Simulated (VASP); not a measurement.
# Ag (Im-3m) in VASP: further runs, part 2 of 2

VASP 6.6.1.

### Step 3. Relaxation of cell and atoms, LDA, target pressure 2.2 GPa, at which the enthalpy is minimised

This run uses another cell than the first one, of 15.86 Å³/atom, 1.006 times its volume.

INCAR

```
SYSTEM = Ag
PREC     = Accurate       ! precision mode
ENCUT    = 600            ! plane-wave cutoff, eV
EDIFF    = 1E-7           ! SCF threshold, eV
ISMEAR   = -1             ! smearing method
SIGMA    = 0.1            ! smearing width, eV
LREAL    = .FALSE.        ! projectors in reciprocal space
LASPH    = .TRUE.         ! aspherical terms in the spheres
NELM     = 80             ! most SCF steps
ALGO     = Normal         ! electronic algorithm
ISIF     = 3              ! what is computed and relaxed
LWAVE    = .FALSE.        ! write WAVECAR
LCHARG   = .FALSE.        ! write CHGCAR
GGA      = CA             ! functional
IBRION   = 2              ! ionic algorithm
NSW      = 32             ! ionic steps
EDIFFG   = -0.005         ! ionic threshold
PSTRESS  = 22.0
```

KPOINTS

```
Automatic mesh
0
G
  17 17 17
  0 0 0
```

POSCAR

```
Ag
1.0
   -1.5828338084      1.5828338084      1.5828338084
    1.5828338084     -1.5828338084      1.5828338084
    1.5828338084      1.5828338084     -1.5828338084
Ag
1
Direct
    0.0000000000      0.0000000000      0.0000000000
```

Potentials or basis: VASP PAW LDA potentials, release 64 (Ag).

Launch:

```console
$ cat potpaw_LDA.64/Ag/POTCAR > POTCAR
$ mpirun -np 1 vasp_std > vasp.out
```

OUTCAR:

```text
SYSTEM = Ag
   PREC = Accurate
   ENCUT = 600
   EDIFF = 1E-7
   ISMEAR = -1
   LREAL = .FALSE.
   LASPH = .TRUE.
   NELM = 80
   ISIF = 3
   GGA = CA
   IBRION = 2
   NSW = 32
   EDIFFG = -0.005
   PSTRESS = 22.0

 ion  position               nearest neighbor table
   1  0.000  0.000  0.000-

  LATTYP: Found a body centered cubic cell.
 ALAT       =     3.1656676168

  Lattice vectors:

 A1 = (  -1.5828338084,   1.5828338084,   1.5828338084)
 A2 = (   1.5828338084,  -1.5828338084,   1.5828338084)
 A3 = (   1.5828338084,   1.5828338084,  -1.5828338084)

Analysis of symmetry for initial positions (statically):
=====================================================================
 Subroutine PRICEL returns:
 Original cell was already a primitive cell.

 Routine SETGRP: Setting up the symmetry group for a
[... 247 lines left out ...]
  free energy    TOTEN  =        -3.74896607 eV

  energy without entropy =       -3.74082442  energy(sigma->0) =       -3.74489525

 E-fermi :   9.1977     XC(G=0): -13.0095

 val. band max:        9.1974862798   @ k =  -0.2941   0.4118   0.1765
 cond. band min:       9.2010314871   @ k =  -0.3529   0.4706   0.0588
 fundamental gap:      0.0035452073
 Fermi energy:         9.1977196997

 k-point     1 :       0.0000    0.0000    0.0000
  band No.  band energies     occupation
      1       0.8324      2.00000
      2       4.0149      2.00000
      3       4.0149      2.00000
      4       4.0149      2.00000
      5       5.5468      2.00000
      6       5.5468      2.00000
      7      27.3988      0.00000
      8      27.3988      0.00000
      9      27.3988      0.00000
[... 265 lines left out ...]
 k-point    24 :       0.1765    0.1765    0.0000
  band No.  band energies     occupation
      1       2.8943      2.00000
      2       3.6701      2.00000
      3       3.9228      2.00000
      4       5.2064      2.00000
      5       5.6884      2.00000
      6       6.4835      2.00000
      7      21.4992      0.00000
      8      21.7942      0.00000
      9      25.9220      0.00000

 [... further k-points ...]
[... 5 lines left out ...]
  --------------------------------------------------------------------------------------
  -------------------------------------------------------------------------------------
  Total        0.2176072      0.2176072      0.2176072      0.0000000      0.0000000      0.0000000
  in kB       21.9635537     21.9635537     21.9635537      0.0000000      0.0000000      0.0000000
  external PRESSURE =      -0.0364463 kB  Pullay stress =      22.0000000 kB
[... 20 lines left out ...]
  energy  without entropy=       -3.7408244182  energy(sigma->0) =       -3.74489525

  enthalpy is  TOTEN    =        -3.5309977856 eV   P V=        0.2179682882

 reached required accuracy - stopping structural energy minimisation
```

It took 12 s on 1 thread of Intel Xeon 6975P-C (Granite Rapids), shared host; peak memory 0.15 GiB.

What came out:

* Free energy: -3.7490 eV
* Relaxed volume: 15.87 Å³/atom
* Relaxed cell: a = 2.742 Å, b = 2.742 Å, c = 2.742 Å, α = 109.47°, β = 109.47°, γ = 109.47°
* Space group after relaxing (to 0.05 Å): Im-3m (No. 229)
* Energy change on relaxing (the enthalpy is what falls): -0.2 meV/atom
* Ionic steps: 3
* Pressure after relaxing: 2.2 GPa

Step by step:
```csv
step,energy change (eV),largest force (eV/Å),pressure (GPa),volume (Å³)
1,0.0000,0.0000,2.31,15.86
2,-0.0003,0.0000,2.10,15.89
3,-0.0002,0.0000,2.20,15.87
```

Final structure:
```yaml
crystal:
  lattice:
    - [-1.58322, 1.58322, 1.58322]
    - [1.58322, -1.58322, 1.58322]
    - [1.58322, 1.58322, -1.58322]
  atoms:
    - { symbol: Ag, position: [0.00000, 0.00000, 0.00000] }
```

Caveat: the cell is relaxed towards a set pressure, so the enthalpy falls and the energy may rise.

### Step 4. Single point, LDA

This run uses another cell than the first one, of 15.86 Å³/atom, 1.006 times its volume.

INCAR

```
SYSTEM = Ag
PREC = Accurate ; ENCUT = 520
EDIFF = 1E-6 ; ISMEAR = -1
SIGMA = 0.1 ; LREAL = .FALSE.
LASPH = .TRUE. ; NELM = 80
ALGO = Normal ; ISIF = 2
LWAVE = .FALSE. ; LCHARG = .FALSE.
GGA = CA ; NBANDS = 12
```

KPOINTS is that of step 3.

POSCAR is that of step 3.

Launch:

```console
$ cat potpaw_LDA.64/Ag/POTCAR > POTCAR
$ mpirun -np 1 vasp_std > vasp.out
```

Run time: 24 s. Hardware: 1 thread of AMD EPYC 7R43 (Zen 3), shared host; peak memory 0.1 GiB.

It converged, with:

| Item | Value |
| --- | --- |
| Free energy | -3.7490 eV |
| Pressure | 2.3 GPa |

Levels at points of the mesh, in eV from the Fermi level:
```tsv
k point	band 2	band 3	band 4	band 5	band 6	band 7	band 8	band 9
(0.00, 0.00, 0.00)	-5.19	-5.19	-5.19	-3.65	-3.65	18.20	18.20	18.20
```

### Step 5. Single point, LDA

This run uses another cell than the first one, of 15.86 Å³/atom, 1.006 times its volume.

INCAR

```
PREC = Accurate
ENCUT = 520
EDIFF = 1E-6
ISMEAR = -1
SIGMA = 0.1
LREAL = False
LASPH = True
NELM = 100
ALGO = Normal
ISIF = 2
LWAVE = False
LCHARG = True
LELF = True
LVHAR = True
NBANDS = 12
```

KPOINTS

```
Automatic mesh
0
Gamma
  17 17 17
```

POSCAR is that of step 4.

Potentials or basis: VASP PAW LDA potentials, release 64 (Ag).

Launch:

```console
$ cat potpaw_LDA.64/Ag/POTCAR > POTCAR
$ mpirun -np 1 vasp_std > vasp.out
```

OUTCAR:

```text
PREC = Accurate
   ENCUT = 520
   EDIFF = 1E-6
   ISMEAR = -1
   LREAL = False
   LASPH = True
   NELM = 100
   ISIF = 2

 ion  position               nearest neighbor table
   1  0.000  0.000  0.000-

  LATTYP: Found a body centered cubic cell.
 ALAT       =     3.1656676168

  Lattice vectors:

 A1 = (  -1.5828338084,   1.5828338084,   1.5828338084)
 A2 = (   1.5828338084,  -1.5828338084,   1.5828338084)
 A3 = (   1.5828338084,   1.5828338084,  -1.5828338084)

[... 526 lines left out ...]
      2       3.6778      2.00000
      3       3.9308      2.00000
      4       5.2160      2.00000
      5       5.6987      2.00000
      6       6.4941      2.00000
      7      21.5168      0.00000
      8      21.8109      0.00000
      9      25.9406      0.00000
     10      29.1590      0.00000
     11      32.7560      0.00000
     12      34.7930      0.00000

 [... further k-points ...]
[... 5 lines left out ...]
  --------------------------------------------------------------------------------------
  -------------------------------------------------------------------------------------
  Total        0.2303742      0.2303742      0.2303742      0.0000000      0.0000000     -0.0000000
  in kB       23.2690446     23.2690446     23.2690446      0.0000000      0.0000000     -0.0000000
  external PRESSURE =      23.2690446 kB  Pullay stress =       0.0000000 kB

 VOLUME and BASIS-vectors are now :
 -----------------------------------------------------------------------------
  energy-cutoff  :      520.00
  volume of cell :       15.86
      direct lattice vectors                 reciprocal lattice vectors
    -1.582833808  1.582833808  1.582833808     0.000000000  0.315889133  0.315889133
     1.582833808 -1.582833808  1.582833808     0.315889133  0.000000000  0.315889133
     1.582833808  1.582833808 -1.582833808     0.315889133  0.315889133  0.000000000

 POSITION                                       TOTAL-FORCE (eV/Angst)
 -----------------------------------------------------------------------------------
      0.00000      0.00000      0.00000        -0.000000      0.000000     -0.000000
 -----------------------------------------------------------------------------------
    total drift:                               -0.000000     -0.000000      0.000000

  FREE ENERGIE OF THE ION-ELECTRON SYSTEM (eV)
  ---------------------------------------------------
  free  energy   TOTEN  =        -3.7490084255 eV

  energy  without entropy=       -3.7408726396  energy(sigma->0) =       -3.74494053
```

stdout:

```text
POSCAR found type information on POSCAR Ag
 POSCAR found :  1 types and       1 ions
 scaLAPACK will be used
 LDA part: xc-table for (Slater(with rela. corr.)+CA(PZ))
 , standard interpolation
 POSCAR, INCAR and KPOINTS ok, starting setup
 FFT: planning ... GRIDC
 FFT: planning ... GRID_SOFT
 FFT: planning ... GRID
 WAVECAR not read
 entering main loop
```

It took 26 s on 1 thread of AMD EPYC 7R43 (Zen 3), shared host; peak memory 0.1 GiB.

What came out:

```yaml
Free_energy: -3.7490 eV
Pressure: 2.3 GPa
```

### Step 6. Summary

```tsv
task	cell	cutoff (eV)	gap on the mesh (eV)	pressure (GPa)
relaxation of cell and atoms	relaxed to 2.2 GPa from a = 2.736 Å, angles 109.5°, 1 atom	600	none	2.2
relaxation of cell and atoms	relaxed to 2.2 GPa from a = 2.742 Å, angles 109.5°, 1 atom	600	none	2.2
single point	a = 2.742 Å, angles 109.5°, 1 atom	520	none	2.3
```

Alike in all rows: level LDA; potentials or basis VASP PAW LDA potentials, release 64 (Ag); no spin polarisation; k mesh 17 × 17 × 17; smearing fermi-dirac 0.1 eV.

Caveats: the cell is relaxed towards a set pressure, so the enthalpy falls and the energy may rise (some runs).

Total energies depend on the potentials used, so only differences within one code and one set of settings carry meaning.
